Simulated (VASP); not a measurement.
# SrOs: single point with PBE

The system is SrOs.

```
CELL_PARAMETERS angstrom
2.99567 0.00000 0.00000
0.00000 2.99567 0.00000
0.00000 0.00000 4.81298
ATOMIC_POSITIONS crystal
Sr 0.50000 0.50000 0.50000
Os 0.00000 0.00000 0.00000
```

```json
{"Program": "VASP 6.6.1", "Task": "single point", "Functional": "PBE", "Potentials or basis": "VASP PAW PBE potentials, release 64 (Sr_sv, Os)", "Cutoff": "520 eV", "k mesh": "16 × 16 × 14", "Occupations": "gaussian, width 0.1 eV", "Spin": "no spin polarisation", "Dipole correction": "no", "Further INCAR settings": "ALGO = Fast; EDIFF = 1e-06; NBANDS = 16"}
```

```
Pressure               : 0.4 GPa
Band gap on the k mesh : zero (bands 9 and 10 overlap by 2.97 eV)
```

Stress tensor (GPa, compression positive):
```
0.51 0.00 0.00
0.00 0.51 0.00
0.00 0.00 0.17
```

Levels at points of the mesh, in eV from the Fermi level:
```
           k point  band 5  band 6  band 7  band 8  band 9  band 10  band 11  band 12  band 13  band 14
(0.00, 0.00, 0.00)   -6.17   -3.12   -3.07   -0.08   -0.08     1.18     1.55     2.51     2.97     8.41
(0.50, 0.00, 0.00)   -3.21   -1.86   -1.35   -0.74   -0.31     0.13     0.42     2.08     3.61     5.34
(0.50, 0.50, 0.00)   -3.48   -3.37   -2.70   -2.70    2.43     2.78     4.09     4.09     5.80     5.80
(0.00, 0.00, 0.50)   -4.81   -2.92   -2.17   -1.26    0.23     0.23     1.09     1.19     2.69     6.55
(0.50, 0.00, 0.50)   -4.13   -2.92   -1.68   -0.46    0.17     1.30     2.42     2.99     3.06     6.20
(0.50, 0.50, 0.50)   -2.91   -1.62   -1.62   -1.56   -0.70     0.82     0.82     2.43     6.00     6.37
```

It took 3.4 min on 1 thread of Oxide Virtual Turin-like Processor, on a shared host, peak memory 0.35 GiB.

Caveat: spin-orbit coupling is left out, which moves the levels of the heavy elements.
